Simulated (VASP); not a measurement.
# In in VASP: further runs, part 2 of 2

VASP 6.6.1. The steps go on from the part before.

## 4. Single point, LDA

INCAR

```
SYSTEM = In
PREC = Accurate
ENCUT = 520
EDIFF = 1E-6
ISMEAR = -1
SIGMA = 0.05
LREAL = .FALSE.
LASPH = .TRUE.
NELM = 80
ALGO = Normal
ISIF = 2
LWAVE = .FALSE.
LCHARG = .FALSE.
LDIPOL = .TRUE.
IDIPOL = 3
DIPOL = 0.5 0.5 0.500
NBANDS = 34
```

KPOINTS

```
regular mesh
0
G
  9 9 1
  0 0 0
```

POSCAR

```
In
1.0
    3.3354847820      0.0000000000      0.0000000000
   -1.6677423910      2.8886145552      0.0000000000
    0.0000000000      0.0000000000     23.2637143800
In
4
Direct
    0.6666666700      0.3333333400      0.3223904780
    0.3333333300      0.6666666600      0.4407968260
    0.6666666700      0.3333333400      0.5592031740
    0.3333333300      0.6666666600      0.6776095220
```

Potentials or basis: VASP PAW LDA potentials, release 64 (In_d).

On the command line:

```bash
$ cat potpaw_LDA.64/In_d/POTCAR > POTCAR
$ mpirun -np 1 vasp_std > vasp.out
```

OUTCAR:

```text
SYSTEM = In
   PREC = Accurate
   ENCUT = 520
   EDIFF = 1E-6
   ISMEAR = -1
   LREAL = .FALSE.
   LASPH = .TRUE.
   NELM = 80
   ISIF = 2

 ion  position               nearest neighbor table
   1  0.667  0.333  0.322-   2 3.36   2 3.36   2 3.36
   2  0.333  0.667  0.441-   3 3.36   3 3.36   1 3.36   1 3.36   3 3.36   1 3.36
   3  0.667  0.333  0.559-   2 3.36   2 3.36   4 3.36   4 3.36   2 3.36   4 3.36
   4  0.333  0.667  0.678-   3 3.36   3 3.36   3 3.36

  LATTYP: Found a hexagonal cell.
 ALAT       =     3.3354847820
 C/A-ratio  =     6.9746126577

  Lattice vectors:

 A1 = (   3.3354847820,   0.0000000000,   0.0000000000)
 A2 = (  -1.6677423910,   2.8886145552,   0.0000000000)
 A3 = (   0.0000000000,   0.0000000000,  23.2637143800)

Analysis of symmetry for initial positions (statically):
=====================================================================
 Subroutine PRICEL returns:
 Original cell was already a primitive cell.

 Routine SETGRP: Setting up the symmetry group for a
 hexagonal supercell.

 Subroutine GETGRP returns: Found 12 space group operations
 (whereof 12 operations were pure point group operations)
 out of a pool of 24 trial point group operations.

The static configuration has the point symmetry D_3d.

Analysis of symmetry for dynamics (positions and initial velocities):
=====================================================================
 Subroutine PRICEL returns:
 Original cell was already a primitive cell.

 Routine SETGRP: Setting up the symmetry group for a
 hexagonal supercell.

 Subroutine GETGRP returns: Found 12 space group operations
 (whereof 12 operations were pure point group operations)
 out of a pool of 24 trial point group operations.

The dynamic configuration has the point symmetry D_3d.

 Subroutine INISYM returns: Found 12 space group operations
 (whereof 12 operations are pure point group operations),
 and found     1 'primitive' translations

----------------------------------------------------------------------------------------

                                     Primitive cell

  volume of cell :     224.1443

  direct lattice vectors                    reciprocal lattice vectors
     3.335484782  0.000000000  0.000000000     0.299806495  0.173093360  0.000000000
    -1.667742391  2.888614555  0.000000000     0.000000000  0.346186721  0.000000000
     0.000000000  0.000000000 23.263714380     0.000000000  0.000000000  0.042985397

  length of vectors
     3.335484782  3.335484782 23.263714380     0.346186721  0.346186721  0.042985397

  position of ions in fractional coordinates (direct lattice)
     0.666666670  0.333333340  0.322390478
     0.333333330  0.666666660  0.440796826
     0.666666670  0.333333340  0.559203174
     0.333333330  0.666666660  0.677609522

  ion indices of the primitive-cell ions
   primitive index   ion index
                 1           1
                 2           2
                 3           3
                 4           4

----------------------------------------------------------------------------------------
[... 32 lines left out ...]
  0.111111  0.111111  0.000000      6.000000
  0.222222  0.111111  0.000000     12.000000
  0.333333  0.111111  0.000000     12.000000
  0.444444  0.111111  0.000000      6.000000
  0.222222  0.222222  0.000000      6.000000
  0.333333  0.222222  0.000000     12.000000
  0.333333  0.333333  0.000000      2.000000
   k-points           NKPTS =     12   k-points in BZ     NKDIM =     12   number of bands    NBANDS=     34
   number of dos      NEDOS =    301   number of ions     NIONS =      4
   total plane-waves  NPLWV = 141120
   dimension x,y,z NGX =    28 NGY =   28 NGZ =  180
   dimension x,y,z NGXF=    56 NGYF=   56 NGZF=  360
   ions per type =               4
   NGX,Y,Z   is equivalent  to a cutoff of  13.96, 13.96, 12.86 a.u.
   NGXF,Y,Z  is equivalent  to a cutoff of  27.91, 27.91, 25.73 a.u.
 SYSTEM =  In
   PREC   = accura    normal or accurate (medium, high low for compatibility)
   ISTART =      0    job   : 0-new  1-cont  2-samecut
   ICHARG =      2    charge: 1-file 2-atom 10-const
   ISPIN  =      1    spin polarized calculation?
   LNONCOLLINEAR =      F non collinear calculations
   LSORBIT =      F    spin-orbit coupling
   LASPH  =      T    aspherical Exc in radial PAW
   ENCUT  =  520.0 eV  38.22 Ry    6.18 a.u.   6.20  6.20 43.26*2*pi/ulx,y,z
   NELM   =     80;   NELMIN=  2; NELMDL= -5     # of ELM steps
   EDIFF  = 0.1E-05   stopping-criterion for ELM
   LREAL  =      F    real-space projection
   EDIFFG = 0.1E-04   stopping-criterion for IOM
   NSW    =      0    number of steps for IOM
   IBRION =     -1    ionic relax: 0-MD 1-quasi-New 2-CG
   NFREE  =      0    steps in history (QN), initial steepest desc. (CG)
   ISIF   =      2    stress and relaxation
   ISYM   =      2    0-nonsym 1-usesym 2-fastsym
   POTIM  = 0.5000    time-step for ionic-motion
   TEBEG  =    0.0;   TEEND  =   0.0 temperature during run
   PSTRESS=    0.0 pullay stress
   NELECT =      52.0000    total number of electrons
   NUPDOWN=      -1.0000    fix difference up-down
   EMIN   =  10.00;   EMAX   =-10.00  energy-range for DOS
   EFERMI =   0.00;   METHOD = LEGACY
   ISMEAR =    -1;   SIGMA  =   0.05  broadening in eV -4-tet -1-fermi 0-gaus
   EFERMI_NEDOS =   21; number of points for ismear=-14 and -15
   IALGO  =     38    algorithm
   IMIX   =      4    mixing-type and parameters
     AMIX     =   0.40;   BMIX     =  1.00
     AMIX_MAG =   1.60;   BMIX_MAG =  1.00
  volume/ion in A,a.u.               =      56.04       378.15
  Fermi-wavevector in a.u.,A,eV,Ry     =   1.005928  1.900928 13.767605  1.011890
  Thomas-Fermi vector in A             =   2.138638
   LORBIT       =      0    0 simple, 1 ext, 2 COOP (PROOUT), +10 PAW based schemes
   GGA     = CA    functional components
   LHFCALC =     F    Hartree Fock is set to
   AEXX    =    0.0000 exact exchange contribution
   IVDW    =     0    specifies the selected vdW correction
   LEPSILON=     F    determine dielectric tensor
   LRPA    =     F    only Hartree local field effects (RPA)
 non-spin polarized calculation
  energy-cutoff  :      520.00
  volume of cell :      224.14
 maximum number of plane-waves:      6072
 NGX is ok and might be reduce to    28
   NGX = 13   NGY = 13   NGZ = 87

 dipolmoment           0.000000      0.000000      0.000000 electrons x Angstroem

 number of electron      52.0000005 magnetization

 dipolmoment           0.000000      0.000000     -0.000000 electrons x Angstroem

 Free energy of the ion-electron system (eV)
  ---------------------------------------------------
  ext. energy  EPLUGINS =         0.00000000
  ---------------------------------------------------
  free energy    TOTEN  =       -12.19585337 eV

  energy without entropy =      -12.18045893  energy(sigma->0) =      -12.18815615

 E-fermi :   1.2570     XC(G=0):  -5.6440

 val. band max:        1.2452628626   @ k =   0.1111  -0.0000   0.0000
 cond. band min:       1.3761659317   @ k =   0.3333   0.2222   0.0000
 fundamental gap:      0.1309030691
 Fermi energy:         1.2569731663

 k-point     1 :       0.0000    0.0000    0.0000
  band No.  band energies     occupation
      1     -13.3823      2.00000
      2     -13.3767      2.00000
      3     -13.3426      2.00000
      4     -13.3203      2.00000
      5     -13.2956      2.00000
      6     -13.2956      2.00000
[... 433 lines left out ...]
     33       4.6449      0.00000
     34       4.6449      0.00000

------------------------ aborting loop because EDIFF is reached ----------------------------------------

 vacuum level on the upper side and lower side of the slab       (xc-potential included)        -0.177        -0.177

  FORCE on cell =-STRESS in cart. coord.  units (eV):
  Direction    XX          YY          ZZ          XY          YZ          ZX
  --------------------------------------------------------------------------------------
  -------------------------------------------------------------------------------------
  Total       -2.9121563     -2.9121563     -1.5807800     -0.0000000      0.0000000      0.0000000
  in kB      -20.8160174    -20.8160174    -11.2993745     -0.0000000      0.0000000      0.0000000
  external PRESSURE =     -17.6438031 kB  Pullay stress =       0.0000000 kB

 VOLUME and BASIS-vectors are now :
 -----------------------------------------------------------------------------
  energy-cutoff  :      520.00
  volume of cell :      224.14
      direct lattice vectors                 reciprocal lattice vectors
     3.335484782  0.000000000  0.000000000     0.299806495  0.173093360  0.000000000
    -1.667742391  2.888614555  0.000000000     0.000000000  0.346186721  0.000000000
     0.000000000  0.000000000 23.263714380     0.000000000  0.000000000  0.042985397

 POSITION                                       TOTAL-FORCE (eV/Angst)
 -----------------------------------------------------------------------------------
      1.66774      0.96287      7.50000         0.000000      0.000000      0.154383
      0.00000      1.92574     10.25457        -0.000000      0.000000      0.097262
      1.66774      0.96287     13.00914         0.000000     -0.000000     -0.097262
      0.00000      1.92574     15.76371        -0.000000     -0.000000     -0.154383
 -----------------------------------------------------------------------------------
    total drift:                               -0.000000      0.000000     -0.000000

  FREE ENERGIE OF THE ION-ELECTRON SYSTEM (eV)
  ---------------------------------------------------
  free  energy   TOTEN  =       -12.1958533729 eV

  energy  without entropy=      -12.1804589302  energy(sigma->0) =      -12.18815615

 vacuum level on the upper side and lower side of the slab         5.169         5.169
```

OSZICAR:

```text
N       E                     dE             d eps       ncg     rms          rms(c)
DAV:   1     0.485893408002E+03    0.48589E+03   -0.24792E+04   824   0.164E+03
DAV:   2     0.377710083934E+02   -0.44812E+03   -0.44229E+03   856   0.417E+02
DAV:   3    -0.101817046609E+02   -0.47953E+02   -0.47396E+02   956   0.173E+02
[... 14 lines left out ...]
DAV:  18    -0.121958094244E+02   -0.51634E-04   -0.69743E-06   866   0.319E-02    0.319E-03
DAV:  19    -0.121958304519E+02   -0.21028E-04   -0.11007E-06   568   0.823E-03    0.156E-03
DAV:  20    -0.121958489405E+02   -0.18489E-04   -0.13220E-06   556   0.386E-03    0.170E-03
DAV:  21    -0.121958526785E+02   -0.37380E-05   -0.52812E-07   564   0.916E-03    0.510E-04
DAV:  22    -0.121958533729E+02   -0.69440E-06   -0.79502E-08   524   0.243E-03
   1 F= -.12195853E+02 E0= -.12188156E+02  d E =-.153944E-01
```

It took 2 min on 1 thread of Intel Xeon Platinum 8488C (Sapphire Rapids), shared host; peak memory 0.3 GiB.

Results:

* Free energy: -12.1959 eV
* Largest force: 0.154 eV/Å
* Band gap on the k mesh: zero (band 26 reaches 2.29 eV, above the bottom of band 27 at 0.31 eV)

Forces on the atoms (eV/Å):
```
In   0.000  0.000  0.154
In   0.000  0.000  0.097
In   0.000  0.000 -0.097
In   0.000  0.000 -0.154
```

Caveat: spin-orbit coupling is left out, which moves the levels of the heavy elements.

## 5. Single point, PBEsol

INCAR

```
ALGO     = Normal         # electronic algorithm
DIPOL    = 0.5 0.5 0.500
EDIFF    = 1E-7           # SCF threshold, eV
ENCUT    = 520            # plane-wave cutoff, eV
GGA      = PS             # functional
IDIPOL   = 3            
ISIF     = 2              # what is computed and relaxed
ISMEAR   = -1             # smearing method
LASPH    = T              # aspherical terms in the spheres
LCHARG   = T              # write CHGCAR
LDIPOL   = T            
LELF     = T              # ELF
LREAL    = F              # projectors in reciprocal space
LVACPOTAV= T            
LVHAR    = T            
LWAVE    = F              # write WAVECAR
NBANDS   = 34             # bands
NELM     = 100            # most SCF steps
PREC     = Accurate       # precision mode
SIGMA    = 0.05           # smearing width, eV
```

KPOINTS

```
k-points
0
Gamma
  9 9 1
```

POSCAR is that of step 4.

Potentials or basis: VASP PAW PBE potentials, release 64 (In_d).

On the command line:

```bash
$ cat potpaw_PBE.64/In_d/POTCAR > POTCAR
$ mpirun -np 1 vasp_std > vasp.out
```

Wall time 2.7 min (1 thread of Intel Xeon Platinum 8488C (Sapphire Rapids), shared host); peak memory 0.37 GiB.

It converged, with:

| Item | Value |
| --- | --- |
| Free energy | -11.3949 eV |
| Largest force | 0.099 eV/Å |
| Band gap on the k mesh | zero (band 26 reaches 2.49 eV, above the bottom of band 27 at 0.49 eV) |

Forces in eV/Å, atoms in the order of the input:
```
In   0.000  0.000  0.060
In   0.000  0.000  0.099
In   0.000  0.000 -0.099
In   0.000  0.000 -0.060
```

Levels at points of the mesh, in eV from the Fermi level:
```
           k point  band 22  band 23  band 24  band 25  band 26  band 27  band 28  band 29  band 30  band 31
(0.00, 0.00, 0.00)    -8.47    -7.16    -5.50    -2.53    -0.24     2.19     3.62     3.81     5.41     5.64
```

Caveat: the PAW data sets were made with another functional, which shifts forces and pressure a little; spin-orbit coupling is left out, which moves the levels of the heavy elements.

## 6. Overview

| level | potentials or basis | dipole correction | gap on the mesh (eV) | largest force (eV/Å) |
| --- | --- | --- | --- | --- |
| PBE | VASP PAW PBE potentials, release 64 (In_d) | yes | none | 0.11 |
| PBE | VASP PAW PBE potentials, release 64 (In_d) | no | none | 0.11 |
| LDA | VASP PAW LDA potentials, release 64 (In_d) | yes | none | 0.15 |
| PBEsol | VASP PAW PBE potentials, release 64 (In_d) | yes | none | 0.10 |

Alike in all rows: task single point; no spin polarisation; cell as given; k mesh 9 × 9 × 1; cutoff (eV) 520; smearing fermi-dirac 0.05 eV.

Caveats: spin-orbit coupling is left out, which moves the levels of the heavy elements; the PAW data sets were made with another functional, which shifts forces and pressure a little (some runs).

Absolute energies hang on the potentials; compare differences alone.
